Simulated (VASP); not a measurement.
LiY3, 4 atoms in the cell. The typed cell holds 4 atoms: a = 5.515 Å, b = 5.515 Å, c = 5.515 Å, α = 60.00°, β = 60.00°, γ = 60.00°. 

| Item | Value |
| --- | --- |
| Program | VASP 6.6.1 |
| Task | single point |
| Functional | PBEsol |
| Potentials or basis | VASP PAW PBE potentials, release 64 (Y_sv, Li_sv) |
| Cutoff | 520 eV |
| k mesh | 4 × 4 × 4 |
| Occupations | fermi-dirac, width 0.05 eV |
| Spin | no spin polarisation |
| Dipole correction | no |
| Further INCAR settings | ALGO = Normal; EDIFF = 1e-07; NBANDS = 26 |

Potentials or basis: VASP PAW PBE potentials, release 64 (Y_sv, Li_sv).

The run is started by

```bash
$ cat potpaw_PBE.64/Y_sv/POTCAR potpaw_PBE.64/Li_sv/POTCAR > POTCAR
$ mpirun -np 1 vasp_std > vasp.out
```

Hardware: 1 thread of Intel(R) Xeon(R) Platinum 8488C (Sapphire Rapids) (shared host).

**Question.** How long does it take, and how much memory?

**Answer.** Run time: 92 s on 1 thread of Intel(R) Xeon(R) Platinum 8488C (Sapphire Rapids), on a shared host, peak memory 0.32 GiB. Counts: scf iterations 16, k points 36.
